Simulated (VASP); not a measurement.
Input of a VASP 6.6.1 run:

Contents of INCAR:

```
SYSTEM = MgO
ALGO     = Normal         ! electronic algorithm
EDIFF    = 1E-7           ! SCF threshold, eV
ENCUT    = 520            ! plane-wave cutoff, eV
GGA      = PS             ! functional
ISIF     = 2              ! what is computed and relaxed
ISMEAR   = 0              ! smearing method
LASPH    = .TRUE.         ! aspherical terms in the spheres
LCHARG   = .FALSE.        ! write CHGCAR
LREAL    = .FALSE.        ! projectors in reciprocal space
LWAVE    = .FALSE.        ! write WAVECAR
NBANDS   = 16             ! bands
NELM     = 100            ! most SCF steps
PREC     = Accurate       ! precision mode
SIGMA    = 0.01           ! smearing width, eV
```

KPOINTS

```
k-points
0
G
  12 12 6
  0 0 0
```

Contents of POSCAR:

```
MgO
1.0
    3.3629913130      0.0000000000      0.0000000000
   -1.6814956565      2.9124359098      0.0000000000
    0.0000000000      0.0000000000      4.0540516517
Mg O
2 2
Direct
    0.6666666667      0.3333333333      0.7500000000
    0.3333333333      0.6666666667      0.2500000000
    0.6666666667      0.3333333333      0.2500000000
    0.3333333333      0.6666666667      0.7500000000
```

Potentials or basis: VASP PAW PBE potentials, release 64 (Mg, O).

Run with:

```sh
$ cat potpaw_PBE.64/Mg/POTCAR potpaw_PBE.64/O/POTCAR > POTCAR
$ mpirun -np 1 vasp_std > vasp.out
```

Predict the pressure.

17.9 GPa.

Estimate the band gap on the k mesh.

3.83 eV.

Stress tensor (GPa, compression positive):
```
17.94  0.00  0.00
 0.00 17.94  0.00
 0.00  0.00 17.80
```

Caveat: the cell stands under pressure; the PAW data sets were made with another functional, which shifts forces and pressure a little. A k mesh can miss the band edges.
